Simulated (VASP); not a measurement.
A run of VASP 6.6.1:

INCAR

```
PREC     = Accurate       # precision mode
ENCUT    = 520            # plane-wave cutoff, eV
EDIFF    = 1E-7           # SCF threshold, eV
ISMEAR   = -1             # smearing method
SIGMA    = 0.03           # smearing width, eV
LREAL    = F              # projectors in reciprocal space
LASPH    = T              # aspherical terms in the spheres
NELM     = 100            # most SCF steps
ALGO     = Normal         # electronic algorithm
ISIF     = 2              # what is computed and relaxed
LWAVE    = F              # write WAVECAR
LCHARG   = F              # write CHGCAR
GGA      = PS             # functional
NBANDS   = 16             # bands
```

KPOINTS

```
regular mesh
0
Gamma
  9 9 4
```

Contents of POSCAR:

```
BP
1.0
    3.0496435629      0.0000000000      0.0000000000
   -1.5248217815      2.6410687980      0.0000000000
    0.0000000000      0.0000000000      5.0016391063
B P
2 2
Direct
    0.0000000000      0.0000000000      0.0000000000
    0.0000000000      0.0000000000      0.5000000000
    0.3333333333      0.6666666667      0.2500000000
    0.6666666667      0.3333333333      0.7500000000
```

Potentials or basis: VASP PAW PBE potentials, release 64 (B, P).

Run with:

```console
$ cat potpaw_PBE.64/B/POTCAR potpaw_PBE.64/P/POTCAR > POTCAR
$ mpirun -np 1 vasp_std > vasp.out
```

Hardware: 1 thread of Intel Xeon 8259CL, with other jobs on the host.

Question: Estimate the wall time of this run.

Answer: It took 25 s on 1 thread of Intel Xeon 8259CL, on a shared host, peak memory 0.16 GiB. Counts: scf iterations 12, k points 36.
